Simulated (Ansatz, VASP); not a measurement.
# One calculation of Ba, two programs

```
Ba
1.0
    -2.58604    2.58604    2.58604
     2.58604   -2.58604    2.58604
     2.58604    2.58604   -2.58604
Ba
1
Direct
  0.00000 0.00000 0.00000
```

Alike in both runs: functional RPBE; k mesh 10 × 10 × 10; occupations fermi-dirac, width 0.15 eV; no spin polarisation.

Ansatz relaxed the structure, and its values are those at the end. VASP's run is a single point on that final structure, the one shown.

|  | VASP | Ansatz |
| --- | --- | --- |
| version | VASP 6.6.1 | Ansatz 0.2.0 |
| potentials or method | VASP PAW PBE potentials, release 64 (Ba_sv), cutoff 520 eV | scalar-relativistic, plane waves, PAW |
| valence electrons in the cell | 10 | 10 |

```tsv
	VASP	Ansatz	Ansatz less VASP
gap on the k mesh at the Fermi level (eV)	none	none	-
pressure (GPa)	0.0	0.0	-0.03
```

VASP's potentials were made for PBE, not for RPBE. A gap of «none» marks a metal or a gap that the smearing closes.

Neither program's run includes spin-orbit coupling.
